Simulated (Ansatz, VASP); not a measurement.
## One calculation of C, two programs

File INCAR:

```
SYSTEM = C
PREC     = Accurate       ! precision mode
ENCUT    = 600            ! plane-wave cutoff, eV
EDIFF    = 1E-6           ! SCF threshold, eV
ISMEAR   = 0              ! smearing method
SIGMA    = 0.15           ! smearing width, eV
LREAL    = .FALSE.        ! projectors in reciprocal space
LASPH    = .TRUE.         ! aspherical terms in the spheres
NELM     = 120            ! most SCF steps
ALGO     = Normal         ! electronic algorithm
ISIF     = 2              ! what is computed and relaxed
LWAVE    = .FALSE.        ! write WAVECAR
LCHARG   = .FALSE.        ! write CHGCAR
GGA      = PS             ! functional
NBANDS   = 16             ! bands
GGA_COMPAT= .FALSE.
```

Contents of KPOINTS:

```
regular mesh
0
G
  18 18 6
  0 0 0
```

File POSCAR:

```
C
1.0
    1.2294745828     -2.1290849001      0.0000000000
    1.2294745828      2.1290849001      0.0000000000
    0.0000000000      0.0000000000      7.3778161753
C
4
Direct
   -0.0699144872      0.7234250144      0.7498447626
    0.7365577932      0.6099316796      0.2501553200
    1.0699144872      0.2765749856      0.2501552374
    0.2634422068      0.3900683204      0.7498446800
```

Input for Ansatz:

```yaml
crystal:
  lattice:
    - [1.2294745828, -2.1290849001, 0.0]
    - [1.2294745828, 2.1290849001, 0.0]
    - [0.0, 0.0, 7.3778161753]
  atoms:
    - { symbol: C, position: [-0.0699144872, 0.7234250144, 0.7498447626] }
    - { symbol: C, position: [0.7365577932, 0.6099316796, 0.25015532] }
    - { symbol: C, position: [1.0699144872, 0.2765749856, 0.2501552374] }
    - { symbol: C, position: [0.2634422068, 0.3900683204, 0.74984468] }
basis:
  ecutwfc: 520.0
kpoints:
  mp_grid: { grid: [18, 18, 6] }
hamiltonian:
  xc: pbesol
  pseudopotentials: { kind: paw, azcp: { folder: soft_1 } }
scf:
  occupations: { method: gaussian, width: 0.15 }
output:
  forces: true
  stress: true
  eigenvalues: true
```

Change from the starting cell: mode 1 frozen in at -0.085 Å and mode 5 at -0.426 Å (largest displacements).

Alike in both runs: task single point; functional PBEsol; k mesh 18 × 18 × 6; occupations gaussian, width 0.15 eV; no spin polarisation.

|  | VASP | Ansatz |
| --- | --- | --- |
| version | VASP 6.6.1 | Ansatz 0.2.0 |
| potentials or method | VASP PAW PBE potentials, release 64 (C), cutoff 600 eV | scalar-relativistic, plane waves, PAW |
| valence electrons in the cell | 16 | 16 |

```csv
,VASP,Ansatz,Ansatz less VASP
gap on the k mesh at the Fermi level (eV),none,none,-
pressure (GPa),0.4,0.1,-0.29
"traceless stress, the component that is largest in VASP (GPa)",0.12,-0.16,-0.285
rms of the force components (eV/Å),0.005,0.005,0.0000
```

VASP's potentials were made for PBE, not for PBEsol, and Ansatz warns of the same on its side. Atom by atom the forces differ by 0.000 eV/Å (rms over components). A gap of «none» marks a metal or a gap that the smearing closes.
